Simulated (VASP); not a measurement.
Input of a VASP 6.6.1 run:

INCAR

```
  PREC = Accurate
  ENCUT = 520
  EDIFF = 1E-6
  ISMEAR = 0
  SIGMA = 0.15
  LREAL = False
  LASPH = True
  NELM = 100
  ALGO = Fast
  ISIF = 2
  LWAVE = False
  LCHARG = False
  GGA = PS
  NBANDS = 17
```

File KPOINTS:

```
Automatic mesh
0
Gamma
  12 12 8
```

File POSCAR:

```
Sr
1.0
    4.3746502240      0.0000000000      0.0000000000
   -2.1873251120      3.7885582266      0.0000000000
    0.0000000000      0.0000000000      7.0500000000
Sr
2
Direct
    0.3333333333      0.6666666667      0.2500000000
    0.6666666667      0.3333333333      0.7500000000
```

Potentials or basis: VASP PAW PBE potentials, release 64 (Sr_sv).

Run with:

```sh
$ cat potpaw_PBE.64/Sr_sv/POTCAR > POTCAR
$ mpirun -np 1 vasp_std > vasp.out
```

(1) Predict the pressure.

(2) Estimate the band gap on the k mesh.

## Answers

(1) -1.1 GPa.

(2) zero (bands 10 and 11 overlap by 0.34 eV).

Caveat: the cell differs from its parent crystal (strain +0.0150 x Voigt [1, 1, 0, 0, 0, 0]); the PAW data sets were made with another functional, which shifts forces and pressure a little.
